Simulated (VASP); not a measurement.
# SnO (P4/nmm) in VASP: a series of runs, part 2 of 2

VASP 6.6.1.

## (3) Single point, b88 exchange, pbe correlation

This run uses another cell than the first one, of 18.84 Å³/atom.

Input file INCAR:

```
SYSTEM = SnO
ALGO = Normal
EDIFF = 1E-6
ENCUT = 600
GGA = LIBXC
GGA_COMPAT = .False.
ISIF = 2
ISMEAR = -1
LASPH = .True.
LCHARG = .False.
LIBXC1 = GGA_X_B88
LIBXC2 = GGA_C_PBE
LREAL = .False.
LWAVE = .False.
NBANDS = 28
NELM = 120
PREC = Accurate
SIGMA = 0.05
```

Input file KPOINTS:

```
k-points
0
Gamma
  7 7 6
  0 0 0
```

Input file POSCAR:

```
SnO
1.0
    3.8884925471      0.0000000000      0.0000000000
    0.0000000000      3.8884925471      0.0000000000
    0.0000000000      0.0000000000      4.9827594627
Sn O
2 2
Direct
    0.5000000000      0.0000000000      0.7646261400
    0.0000000000      0.5000000000      0.2353738600
    0.0000000000      0.0000000000      0.0000000000
    0.5000000000      0.5000000000      0.0000000000
```

Potentials or basis: VASP PAW PBE potentials, release 64 (Sn_d, O).

Command:

```sh
$ cat potpaw_PBE.64/Sn_d/POTCAR potpaw_PBE.64/O/POTCAR > POTCAR
$ mpirun -np 1 vasp_std > vasp.out
```

It took 45 s on 1 thread of AMD EPYC 9R45 (Zen 5), shared host; peak memory 0.21 GiB.

It converged, with:

| Quantity | Value |
| --- | --- |
| Free energy | -22.1841 eV |
| Pressure | -1.7 GPa |
| Largest force | 0.349 eV/Å |
| Band gap on the k mesh | 0.60 eV (least direct gap 1.98 eV) |

Forces on the atoms (eV/Å):
```
Sn   0.000  0.000  0.349
Sn   0.000  0.000 -0.349
O    0.000  0.000  0.000
O    0.000  0.000  0.000
```

Stress tensor (GPa, compression positive):
```
-1.83  0.00  0.00
 0.00 -1.83  0.00
 0.00  0.00 -1.46
```

Levels at points of the mesh, in eV from the valence-band top:
| k point | band 17 | band 18 | band 19 | band 20 | band 21 | band 22 | band 23 | band 24 |
| --- | --- | --- | --- | --- | --- | --- | --- | --- |
| (0.00, 0.00, 0.00) | -3.03 | -2.74 | -2.74 | 0.00 | 1.98 | 4.35 | 4.73 | 4.73 |
| (0.00, 0.00, 0.50) | -3.09 | -2.76 | -2.76 | -1.87 | 1.78 | 3.15 | 3.15 | 3.70 |

Caveat: the PAW data sets were made with another functional, which shifts forces and pressure a little; spin-orbit coupling is left out, which moves the levels of the heavy elements; an odd mesh through Γ misses points on the zone boundary, where band edges can lie.

## (4) Single point, LDA

This run uses another cell than the first one, of 17.77 Å³/atom.

Input file INCAR:

```
ALGO = Normal
EDIFF = 1E-6
ENCUT = 520
ISIF = 2
ISMEAR = -1
LASPH = T
LCHARG = F
LREAL = F
LWAVE = F
NBANDS = 28
NELM = 60
PREC = Accurate
SIGMA = 0.05
```

Input file KPOINTS:

```
k-points
0
Gamma
  7 7 6
```

Input file POSCAR:

```
SnO
1.0
    3.8136952200      0.0000000000      0.0000000000
    0.0000000000      3.8136952200      0.0000000000
    0.0000000000      0.0000000000      4.8869133000
Sn O
2 2
Direct
    0.5000000000      0.0000000000      0.7646261400
    0.0000000000      0.5000000000      0.2353738600
    0.0000000000      0.0000000000      0.0000000000
    0.5000000000      0.5000000000      0.0000000000
```

Potentials or basis: VASP PAW LDA potentials, release 64 (Sn_d, O).

Command:

```sh
$ cat potpaw_LDA.64/Sn_d/POTCAR potpaw_LDA.64/O/POTCAR > POTCAR
$ mpirun -np 1 vasp_std > vasp.out
```

OUTCAR:

```text
EDIFF = 1E-6
   ENCUT = 520
   ISIF = 2
   ISMEAR = -1
   LASPH = T
   LREAL = F
   NELM = 60
   PREC = Accurate

 ion  position               nearest neighbor table
   1  0.500  0.000  0.765-   3 2.23   4 2.23   4 2.23   3 2.23   2 3.54   2 3.54   2 3.54   2 3.54
                             2 3.74   2 3.74   2 3.74   2 3.74
   2  0.000  0.500  0.235-   3 2.23   4 2.23   3 2.23   4 2.23   1 3.54   1 3.54   1 3.54   1 3.54
                             1 3.74   1 3.74   1 3.74   1 3.74
   3  0.000  0.000  0.000-   1 2.23   2 2.23   2 2.23   1 2.23
[... 948 lines left out ...]
  --------------------------------------------------------------------------------------
  -------------------------------------------------------------------------------------
  Total       -1.4057305     -1.4057305     -1.1797425      0.0000000      0.0000000      0.0000000
  in kB      -31.6873586    -31.6873586    -26.5932367      0.0000000      0.0000000      0.0000000
  external PRESSURE =     -29.9893180 kB  Pullay stress =       0.0000000 kB

 VOLUME and BASIS-vectors are now :
 -----------------------------------------------------------------------------
  energy-cutoff  :      520.00
  volume of cell :       71.08
      direct lattice vectors                 reciprocal lattice vectors
     3.813695220  0.000000000  0.000000000     0.262212878  0.000000000  0.000000000
     0.000000000  3.813695220  0.000000000     0.000000000  0.262212878  0.000000000
     0.000000000  0.000000000  4.886913300     0.000000000  0.000000000  0.204628144

 POSITION                                       TOTAL-FORCE (eV/Angst)
 -----------------------------------------------------------------------------------
      1.90685      0.00000      3.73666        -0.000000      0.000000      0.128928
      0.00000      1.90685      1.15025         0.000000     -0.000000     -0.128928
      0.00000      0.00000      0.00000        -0.000000     -0.000000      0.000000
      1.90685      1.90685      0.00000        -0.000000      0.000000      0.000000
 -----------------------------------------------------------------------------------
    total drift:                                0.000000      0.000000      0.000000

  FREE ENERGIE OF THE ION-ELECTRON SYSTEM (eV)
  ---------------------------------------------------
  free  energy   TOTEN  =       -25.6953829869 eV

  energy  without entropy=      -25.6951611953  energy(sigma->0) =      -25.69527209
```

stdout:

```text
POSCAR found type information on POSCAR SnO
 POSCAR found :  2 types and       4 ions
 scaLAPACK will be used
 LDA part: xc-table for (Slater(with rela. corr.)+CA(PZ))
 , standard interpolation
 POSCAR, INCAR and KPOINTS ok, starting setup
 FFT: planning ... GRIDC
 FFT: planning ... GRID_SOFT
 FFT: planning ... GRID
 WAVECAR not read
 entering main loop
```

Wall time 90 s (1 thread of AMD EPYC 7R13, shared host); peak memory 0.16 GiB.

Results:

* Free energy: -25.6954 eV
* Pressure: -3.0 GPa
* Largest force: 0.129 eV/Å
* Band gap on the k mesh: 0.44 eV (least direct gap 1.96 eV)

Forces on the atoms (eV/Å):
```
Sn   0.000  0.000  0.129
Sn   0.000  0.000 -0.129
O    0.000  0.000  0.000
O    0.000  0.000  0.000
```

Levels at points of the mesh, in eV from the valence-band top:
```
           k point  band 16  band 17  band 18  band 19  band 20  band 21  band 22  band 23  band 24  band 25
(0.00, 0.00, 0.00)    -6.22    -3.39    -3.10    -3.10     0.00     2.04     4.15     4.78     4.78     5.58
(0.00, 0.00, 0.50)    -3.45    -3.16    -3.12    -3.12    -2.11     1.54     3.02     3.02     3.71     7.80
```

Caveat: spin-orbit coupling is left out, which moves the levels of the heavy elements; an odd mesh through Γ misses points on the zone boundary, where band edges can lie.

## (5) Single point, PBE

This run uses another cell than the first one, of 17.77 Å³/atom.

Input file INCAR:

```
  PREC = Accurate
  ENCUT = 520
  EDIFF = 1E-6
  ISMEAR = -1
  SIGMA = 0.05
  LREAL = False
  LASPH = True
  NELM = 80
  ALGO = Normal
  ISIF = 2
  LWAVE = False
  LCHARG = False
  GGA = PE
  NBANDS = 28
```

Input file KPOINTS:

```
Automatic mesh
0
Gamma
  3 3 3
```

POSCAR is that of step 4.

Potentials or basis: VASP PAW PBE potentials, release 64 (Sn_d, O).

Command:

```sh
$ cat potpaw_PBE.64/Sn_d/POTCAR potpaw_PBE.64/O/POTCAR > POTCAR
$ mpirun -np 1 vasp_std > vasp.out
```

It took 35 s on 1 thread of Intel Xeon 8259CL, shared host; peak memory 0.17 GiB.

The run converged. Its results:

| Property | Result |
| --- | --- |
| Free energy | -22.7004 eV |
| Pressure | 3.6 GPa |
| Largest force | 0.526 eV/Å |
| Band gap on the k mesh | 1.14 eV (least direct gap 2.05 eV) |

Forces in eV/Å, atoms in the order of the input:
```
Sn   0.000  0.000 -0.526
Sn   0.000  0.000  0.526
O    0.000  0.000  0.000
O    0.000  0.000  0.000
```

Stress tensor (GPa, compression positive):
```
4.09 0.00 0.00
0.00 4.09 0.00
0.00 0.00 2.74
```

Levels at points of the mesh, in eV from the valence-band top:
```csv
k point,band 17,band 18,band 19,band 20,band 21,band 22,band 23,band 24
"(0.00, 0.00, 0.00)",-3.48,-3.19,-3.19,0.00,2.05,4.27,4.75,4.75
```

Caveat: the k points lie up to 0.55 Å⁻¹ apart; spin-orbit coupling is left out, which moves the levels of the heavy elements; an odd mesh through Γ misses points on the zone boundary, where band edges can lie.

## (6) Single point, PBEsol

This run uses another cell than the first one, of 17.21 Å³/atom.

Input file INCAR:

```
PREC     = Accurate       # precision mode
ENCUT    = 520            # plane-wave cutoff, eV
EDIFF    = 1E-6           # SCF threshold, eV
ISMEAR   = -1             # smearing method
SIGMA    = 0.05           # smearing width, eV
LREAL    = F              # projectors in reciprocal space
LASPH    = T              # aspherical terms in the spheres
NELM     = 60             # most SCF steps
ALGO     = Normal         # electronic algorithm
ISIF     = 2              # what is computed and relaxed
LWAVE    = F              # write WAVECAR
LCHARG   = F              # write CHGCAR
GGA      = PS             # functional
NBANDS   = 28             # bands
```

Input file KPOINTS:

```
regular mesh
0
Gamma
  7 7 6
```

Input file POSCAR:

```
SnO
1.0
    3.8057824195      0.0000000000      0.0000000000
    0.0000000000      3.8057824195      0.0000000000
    0.0000000000      0.0000000000      4.7517121028
Sn O
2 2
Direct
    0.5000000000      0.0000000000      0.7575602754
    0.0000000000      0.5000000000      0.2424397246
    0.0000000000      0.0000000000      0.0000000000
    0.5000000000      0.5000000000      0.0000000000
```

Potentials or basis: VASP PAW PBE potentials, release 64 (Sn_d, O).

Command:

```sh
$ cat potpaw_PBE.64/Sn_d/POTCAR potpaw_PBE.64/O/POTCAR > POTCAR
$ mpirun -np 1 vasp_std > vasp.out
```

It took 94 s on 1 thread of Intel Xeon 8259CL, shared host; peak memory 0.21 GiB.

It converged, with:

* Free energy: -24.2146 eV
* Pressure: 0.2 GPa
* Largest force: 0.085 eV/Å
* Band gap on the k mesh: 0.16 eV (least direct gap 1.91 eV)

Forces in eV/Å, atoms in the order of the input:
```
Sn   0.000  0.000 -0.085
Sn   0.000  0.000  0.085
O    0.000  0.000  0.000
O    0.000  0.000  0.000
```

Levels at points of the mesh, in eV from the valence-band top:
| k point | band 18 | band 19 | band 20 | band 21 | band 22 | band 23 |
| --- | --- | --- | --- | --- | --- | --- |
| (0.00, 0.00, 0.00) | -3.18 | -3.18 | 0.00 | 2.13 | 4.52 | 4.57 |
| (0.00, 0.00, 0.50) | -3.20 | -2.99 | -2.19 | 1.59 | 2.79 | 2.79 |

Caveat: the PAW data sets were made with another functional, which shifts forces and pressure a little; spin-orbit coupling is left out, which moves the levels of the heavy elements; an odd mesh through Γ misses points on the zone boundary, where band edges can lie.

## (7) The runs side by side

```csv
level,potentials or basis,cell,k mesh,cutoff (eV),gap on the mesh (eV),pressure (GPa),largest force (eV/Å)
"b88 exchange, pbe correlation","VASP PAW PBE potentials, release 64 (Sn_d, O)","a = 3.864, b = 3.864, c = 4.951 Å, 4 atoms, atomic positions A",7 × 7 × 6,600,0.54,-0.2,0.11
"b88 exchange, pbe correlation","VASP PAW PBE potentials, release 64 (Sn_d, O)","a = 3.888, b = 3.888, c = 4.983 Å, 4 atoms, atomic positions A",7 × 7 × 6,600,0.60,-1.7,0.35
LDA,"VASP PAW LDA potentials, release 64 (Sn_d, O)","a = 3.814, b = 3.814, c = 4.887 Å, 4 atoms, atomic positions A",7 × 7 × 6,520,0.44,-3.0,0.13
PBE,"VASP PAW PBE potentials, release 64 (Sn_d, O)","a = 3.814, b = 3.814, c = 4.887 Å, 4 atoms, atomic positions A",3 × 3 × 3,520,1.14,3.6,0.53
PBEsol,"VASP PAW PBE potentials, release 64 (Sn_d, O)","a = 3.806, b = 3.806, c = 4.752 Å, 4 atoms, atomic positions B",7 × 7 × 6,520,0.16,0.2,0.09
```

Alike in all rows: task single point; no spin polarisation; smearing fermi-dirac 0.05 eV.

Caveats: some runs use coarse meshes; spin-orbit coupling is left out, which moves the levels of the heavy elements; an odd mesh through Γ misses points on the zone boundary, where band edges can lie; the PAW data sets were made with another functional, which shifts forces and pressure a little (at least some runs).

Total energies depend on the potentials used, so only differences within one code and one set of settings carry meaning.
